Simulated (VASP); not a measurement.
# Te2Mo in VASP: notebook, part 2 of 2

VASP 6.6.1. Earlier steps stand in the parts before.

### Step 3. Single point, PBE+D3(BJ)

File INCAR:

```
SYSTEM = Te2Mo
PREC     = Accurate       ! precision mode
ENCUT    = 520            ! plane-wave cutoff, eV
EDIFF    = 1E-7           ! SCF threshold, eV
ISMEAR   = 0              ! smearing method
SIGMA    = 0.05           ! smearing width, eV
LREAL    = .False.        ! projectors in reciprocal space
LASPH    = .True.         ! aspherical terms in the spheres
NELM     = 100            ! most SCF steps
ALGO     = Normal         ! electronic algorithm
ISIF     = 2              ! what is computed and relaxed
LWAVE    = .False.        ! write WAVECAR
LCHARG   = .False.        ! write CHGCAR
LDIPOL   = .True.       
IDIPOL   = 3            
DIPOL    = 0.5 0.5 0.399
GGA      = PE             ! functional
IVDW     = 12             ! dispersion correction
NBANDS   = 35             ! bands
```

File KPOINTS:

```
regular mesh
0
Gamma
  9 9 1
  0 0 0
```

File POSCAR:

```
Te2Mo
1.0
    3.5038817003      0.0000000000      0.0000000000
   -1.7519408501      3.0344505643      0.0000000000
    0.0000000000      0.0000000000     24.7677199090
Te Mo
4 2
Direct
    0.3333333333      0.6666666667      0.1816881011
    0.3333333333      0.6666666667      0.3284056823
    0.3333333333      0.8333333333      0.4689111471
    0.3333333333      0.8333333333      0.6156287282
    0.6666666667      0.3333333333      0.2550468917
    0.0000000000      1.1666666667      0.5422699377
```

Potentials or basis: VASP PAW PBE potentials, release 64 (Te, Mo_sv).

Started as:

```console
$ cat potpaw_PBE.64/Te/POTCAR potpaw_PBE.64/Mo_sv/POTCAR > POTCAR
$ mpirun -np 1 vasp_std > vasp.out
```

OUTCAR:

```text
SYSTEM = Te2Mo
   PREC = Accurate
   ENCUT = 520
   EDIFF = 1E-7
   ISMEAR = 0
   LREAL = .False.
   LASPH = .True.
   NELM = 100
   ISIF = 2
   GGA = PE
   IVDW = 12
 IVDW          = 12

 ion  position               nearest neighbor table
   1  0.333  0.667  0.182-   5 2.72   5 2.72   5 2.72   2 3.63
   2  0.333  0.667  0.328-   5 2.72   5 2.72   5 2.72   3 3.53   1 3.63
   3  0.333  0.833  0.469-   6 2.72   6 2.72   6 2.72   2 3.53   4 3.63
   4  0.333  0.833  0.616-   6 2.72   6 2.72   6 2.72   3 3.63
   5  0.667  0.333  0.255-   1 2.72   2 2.72   1 2.72   2 2.72   1 2.72   2 2.72
   6  0.000  0.167  0.542-   4 2.72   4 2.72   4 2.72   3 2.72   3 2.72   3 2.72

  LATTYP: Found a hexagonal cell.
 ALAT       =     3.5038817003
 C/A-ratio  =     7.0686518631

  Lattice vectors:

 A1 = (   3.5038817003,   0.0000000000,   0.0000000000)
 A2 = (  -1.7519408501,   3.0344505643,   0.0000000000)
 A3 = (   0.0000000000,   0.0000000000,  24.7677199090)

Analysis of symmetry for initial positions (statically):
=====================================================================
 Subroutine PRICEL returns:
 Original cell was already a primitive cell.

 Routine SETGRP: Setting up the symmetry group for a
 hexagonal supercell.

 Subroutine GETGRP returns: Found  2 space group operations
 (whereof  1 operations were pure point group operations)
 out of a pool of 24 trial point group operations.

The static configuration has the point symmetry C_1 .
 The point group associated with its full space group is S_2 .

Analysis of symmetry for dynamics (positions and initial velocities):
=====================================================================
 Subroutine PRICEL returns:
 Original cell was already a primitive cell.

 Routine SETGRP: Setting up the symmetry group for a
 hexagonal supercell.

 Subroutine GETGRP returns: Found  2 space group operations
 (whereof  1 operations were pure point group operations)
 out of a pool of 24 trial point group operations.

The dynamic configuration has the point symmetry C_1 .
 The point group associated with its full space group is S_2 .

 Subroutine INISYM returns: Found  2 space group operations
 (whereof  1 operations are pure point group operations),
 and found     1 'primitive' translations

----------------------------------------------------------------------------------------

                                     Primitive cell

  volume of cell :     263.3392

  direct lattice vectors                    reciprocal lattice vectors
     3.503881700  0.000000000  0.000000000     0.285397763  0.164774475  0.000000000
    -1.751940850  3.034450564  0.000000000     0.000000000  0.329548951  0.000000000
     0.000000000  0.000000000 24.767719909     0.000000000  0.000000000  0.040375134

  length of vectors
     3.503881700  3.503881700 24.767719909     0.329548951  0.329548951  0.040375134

  position of ions in fractional coordinates (direct lattice)
     0.333333333  0.666666667  0.181688101
     0.333333333  0.666666667  0.328405682
     0.333333333  0.833333333  0.468911147
     0.333333333  0.833333333  0.615628728
     0.666666667  0.333333333  0.255046892
     0.000000000  0.166666667  0.542269938

  ion indices of the primitive-cell ions
[... 62 lines left out ...]
   number of dos      NEDOS =    301   number of ions     NIONS =      6
   total plane-waves  NPLWV = 150528
   dimension x,y,z NGX =    28 NGY =   28 NGZ =  192
   dimension x,y,z NGXF=    56 NGYF=   56 NGZF=  384
   ions per type =               4   2
   NGX,Y,Z   is equivalent  to a cutoff of  13.28, 13.28, 12.89 a.u.
   NGXF,Y,Z  is equivalent  to a cutoff of  26.57, 26.57, 25.77 a.u.
 SYSTEM =  Te2Mo
   PREC   = accura    normal or accurate (medium, high low for compatibility)
   ISTART =      0    job   : 0-new  1-cont  2-samecut
   ICHARG =      2    charge: 1-file 2-atom 10-const
   ISPIN  =      1    spin polarized calculation?
   LNONCOLLINEAR =      F non collinear calculations
   LSORBIT =      F    spin-orbit coupling
   LASPH  =      T    aspherical Exc in radial PAW
   ENCUT  =  520.0 eV  38.22 Ry    6.18 a.u.   6.51  6.51 46.05*2*pi/ulx,y,z
   NELM   =    100;   NELMIN=  2; NELMDL= -5     # of ELM steps
   EDIFF  = 0.1E-06   stopping-criterion for ELM
   LREAL  =      F    real-space projection
   EDIFFG = 0.1E-05   stopping-criterion for IOM
   NSW    =      0    number of steps for IOM
   IBRION =     -1    ionic relax: 0-MD 1-quasi-New 2-CG
   NFREE  =      0    steps in history (QN), initial steepest desc. (CG)
   ISIF   =      2    stress and relaxation
   ISYM   =      2    0-nonsym 1-usesym 2-fastsym
   POTIM  = 0.5000    time-step for ionic-motion
   TEBEG  =    0.0;   TEEND  =   0.0 temperature during run
   PSTRESS=    0.0 pullay stress
   NELECT =      52.0000    total number of electrons
   NUPDOWN=      -1.0000    fix difference up-down
   EMIN   =  10.00;   EMAX   =-10.00  energy-range for DOS
   EFERMI =   0.00;   METHOD = LEGACY
   ISMEAR =     0;   SIGMA  =   0.05  broadening in eV -4-tet -1-fermi 0-gaus
   EFERMI_NEDOS =   21; number of points for ismear=-14 and -15
   IALGO  =     38    algorithm
   IMIX   =      4    mixing-type and parameters
     AMIX     =   0.40;   BMIX     =  1.00
     AMIX_MAG =   1.60;   BMIX_MAG =  1.00
  volume/ion in A,a.u.               =      43.89       296.18
  Fermi-wavevector in a.u.,A,eV,Ry     =   0.953317  1.801508 12.365161  0.908814
  Thomas-Fermi vector in A             =   2.081961
   LORBIT       =      0    0 simple, 1 ext, 2 COOP (PROOUT), +10 PAW based schemes
   GGA     = PE    functional components
   LHFCALC =     F    Hartree Fock is set to
   AEXX    =    0.0000 exact exchange contribution
   IVDW    =    12    specifies the selected vdW correction
   LEPSILON=     F    determine dielectric tensor
   LRPA    =     F    only Hartree local field effects (RPA)
 non-spin polarized calculation
 Gauss-broadening in eV      SIGMA  =   0.05
  energy-cutoff  :      520.00
  volume of cell :      263.34
 maximum number of plane-waves:      7173
 NGX is ok and might be reduce to    28
   NGX = 13   NGY = 13   NGZ = 93

 dipolmoment           0.000000      0.000000     -0.000000 electrons x Angstroem

 number of electron      51.9999998 magnetization

 dipolmoment           0.000000      0.000000      0.000001 electrons x Angstroem

 Free energy of the ion-electron system (eV)
  ---------------------------------------------------
  ext. energy  EPLUGINS =         0.00000000
  ---------------------------------------------------
  free energy    TOTEN  =       -35.83817066 eV

  energy without entropy =      -35.83817066  energy(sigma->0) =      -35.83817066

 E-fermi :   2.9154     XC(G=0):  -6.3848

 val. band max:        2.5255251187   @ k =   0.0000   0.1111   0.0000
 cond. band min:       3.5604122924   @ k =  -0.4444   0.2222   0.0000
 fundamental gap:      1.0348871736
 Fermi energy:         2.9154025325

 k-point     1 :       0.0000    0.0000    0.0000
  band No.  band energies     occupation
      1     -58.1726      2.00000
      2     -58.1726      2.00000
      3     -32.3533      2.00000
      4     -32.3533      2.00000
      5     -32.2048      2.00000
      6     -32.2048      2.00000
[... 901 lines left out ...]
     34       6.0906      0.00000
     35       7.2077      0.00000

 [... further k-points ...]

------------------------ aborting loop because EDIFF is reached ----------------------------------------

 vacuum level on the upper side and lower side of the slab       (xc-potential included)        -0.111        -0.111

 Edisp (eV)   -2.78799

 E8    (eV) :    -1.3187

  FORCE on cell =-STRESS in cart. coord.  units (eV):
  Direction    XX          YY          ZZ          XY          YZ          ZX
  --------------------------------------------------------------------------------------
  -------------------------------------------------------------------------------------
  Total      -0.06494    -0.16194     1.25870    -0.07363     0.56886    -0.26523
  in kB      -0.39507    -0.98525     7.65805    -0.44795     3.46098    -1.61365
  external pressure =        2.09 kB  Pullay stress =        0.00 kB

 VOLUME and BASIS-vectors are now :
 -----------------------------------------------------------------------------
  energy-cutoff  :      520.00
  volume of cell :      263.34
      direct lattice vectors                 reciprocal lattice vectors
     3.503881700  0.000000000  0.000000000     0.285397763  0.164774475  0.000000000
    -1.751940850  3.034450564  0.000000000     0.000000000  0.329548951  0.000000000
     0.000000000  0.000000000 24.767719909     0.000000000  0.000000000  0.040375134

 POSITION                                       TOTAL-FORCE (eV/Angst)
 -----------------------------------------------------------------------------------
     -0.00000      2.02297      4.50000         0.000395      0.003419      0.006907
     -0.00000      2.02297      8.13386         0.046800     -0.093015     -0.273264
     -0.29199      2.52871     11.61386        -0.046800      0.093015      0.273264
     -0.29199      2.52871     15.24772        -0.000395     -0.003419     -0.006907
      1.75194      1.01148      6.31693         0.013979     -0.040063     -0.061508
     -0.29199      0.50574     13.43079        -0.013979      0.040063      0.061508
 -----------------------------------------------------------------------------------
    total drift:                               -0.000009      0.000014      0.000044

  FREE ENERGIE OF THE ION-ELECTRON SYSTEM (eV)
  ---------------------------------------------------
  free  energy   TOTEN  =       -38.6261583265 eV

  energy  without entropy=      -38.6261583265  energy(sigma->0) =      -38.62615833

 vacuum level on the upper side and lower side of the slab         7.228         7.228
```

Wall time 5.4 min (1 thread of Intel Xeon 6975P-C (Granite Rapids), shared host); peak memory 0.58 GiB.

Results:

```
Free energy                : -38.6262 eV
Largest force              : 0.292 eV/Å
Band gap on the k mesh     : 1.03 eV, indirect (least direct gap 1.17 eV)
Dispersion energy per atom : -0.465 eV
```

Forces on the atoms (eV/Å):
```
Te   0.000  0.003  0.007
Te   0.047 -0.093 -0.273
Te  -0.047  0.093  0.273
Te   0.000 -0.003 -0.007
Mo   0.014 -0.040 -0.062
Mo  -0.014  0.040  0.062
```

Caveat: spin-orbit coupling is left out, which moves the levels of the heavy elements.

### Step 4. Single point, PBE+D3(BJ)

File INCAR:

```
SYSTEM = Te2Mo
PREC = Accurate
ENCUT = 520
EDIFF = 1E-6
ISMEAR = 0
SIGMA = 0.05
LREAL = .False.
LASPH = .True.
NELM = 80
ALGO = Normal
ISIF = 2
LWAVE = .False.
LCHARG = .True.
LDIPOL = .True.
IDIPOL = 3
DIPOL = 0.5 0.5 0.399
GGA = PE
IVDW = 12
LELF = .True.
LVHAR = .True.
LVACPOTAV = .True.
NBANDS = 35
```

KPOINTS is that of step 3.

File POSCAR:

```
Te2Mo
1.0
    3.5038817003      0.0000000000      0.0000000000
   -1.7519408501      3.0344505643      0.0000000000
    0.0000000000      0.0000000000     24.7677199090
Te Mo
4 2
Direct
    0.3333333333      0.6666666667      0.1816881011
    0.3333333333      0.6666666667      0.3284056823
    0.5000000000      1.3333333333      0.4689111471
    0.5000000000      1.3333333333      0.6156287282
    0.6666666667      0.3333333333      0.2550468917
    0.1666666667      1.6666666667      0.5422699377
```

Started as:

```console
$ cat potpaw_PBE.64/Te/POTCAR potpaw_PBE.64/Mo_sv/POTCAR > POTCAR
$ mpirun -np 1 vasp_std > vasp.out
```

Run time: 19 min. Hardware: 1 thread of Oxide Virtual Turin-like, shared host; peak memory 0.55 GiB.

The run converged. Its results:

```
Free energy                : -38.7727 eV
Largest force              : 0.080 eV/Å
Band gap on the k mesh     : 1.06 eV, indirect (least direct gap 1.14 eV)
Dispersion energy per atom : -0.465 eV
```

Forces in eV/Å, atoms in the order of the input:
```
Te   0.005  0.000  0.004
Te  -0.057  0.024  0.051
Te   0.057 -0.024 -0.051
Te  -0.005  0.000 -0.004
Mo  -0.035  0.007  0.001
Mo   0.035 -0.007 -0.001
```

Levels at points of the mesh, in eV from the valence-band top:
```
           k point  band 24  band 25  band 26  band 27  band 28  band 29
(0.00, 0.00, 0.00)    -0.85    -0.75    -0.08     3.07     3.13     3.17
```

Caveat: spin-orbit coupling is left out, which moves the levels of the heavy elements.

### Step 5. Single point, PBE+D3(BJ)

File INCAR:

```
SYSTEM = Te2Mo
  PREC = Accurate
  ENCUT = 520
  EDIFF = 1E-6
  ISMEAR = 0
  SIGMA = 0.05
  LREAL = .False.
  LASPH = .True.
  NELM = 80
  ALGO = Normal
  ISIF = 2
  LWAVE = .False.
  LCHARG = .True.
  LDIPOL = .True.
  IDIPOL = 3
  DIPOL = 0.5 0.5 0.399
  GGA = PE
  IVDW = 12
  LELF = .True.
  LVHAR = .True.
  LVACPOTAV = .True.
  NBANDS = 35
```

File KPOINTS:

```
Automatic mesh
0
Gamma
  9 9 1
  0 0 0
```

File POSCAR:

```
Te2Mo
1.0
    3.5038817003      0.0000000000      0.0000000000
   -1.7519408501      3.0344505643      0.0000000000
    0.0000000000      0.0000000000     24.7677199090
Te Mo
4 2
Direct
    0.3333333333      0.6666666667      0.1816881011
    0.3333333333      0.6666666667      0.3284056823
    0.8333333333      1.0000000000      0.4689111471
    0.8333333333      1.0000000000      0.6156287282
    0.6666666667      0.3333333333      0.2550468917
    0.5000000000      1.3333333333      0.5422699377
```

Started as:

```console
$ cat potpaw_PBE.64/Te/POTCAR potpaw_PBE.64/Mo_sv/POTCAR > POTCAR
$ mpirun -np 1 vasp_std > vasp.out
```

Wall time 17 min (1 thread of Oxide Virtual Turin-like, shared host); peak memory 0.55 GiB.

It converged, with:

```yaml
Free_energy: -38.7411 eV
Largest_force: 0.050 eV/Å
Band_gap_on_the_k_mesh: 1.10 eV, indirect (least direct gap 1.15 eV)
Dispersion_energy_per_atom: -0.465 eV
```

Forces on the atoms (eV/Å):
```
Te  -0.003  0.002 -0.006
Te  -0.034 -0.031 -0.019
Te   0.034  0.031  0.019
Te   0.003 -0.002  0.006
Mo  -0.003 -0.014  0.022
Mo   0.003  0.014 -0.022
```

Levels at points of the mesh, in eV from the valence-band top:
| k point | band 22 | band 23 | band 24 | band 25 | band 26 | band 27 | band 28 | band 29 | band 30 | band 31 |
| --- | --- | --- | --- | --- | --- | --- | --- | --- | --- | --- |
| (0.00, 0.00, 0.00) | -0.85 | -0.84 | -0.84 | -0.74 | -0.05 | 3.08 | 3.17 | 3.17 | 3.23 | 3.40 |

Caveat: spin-orbit coupling is left out, which moves the levels of the heavy elements.
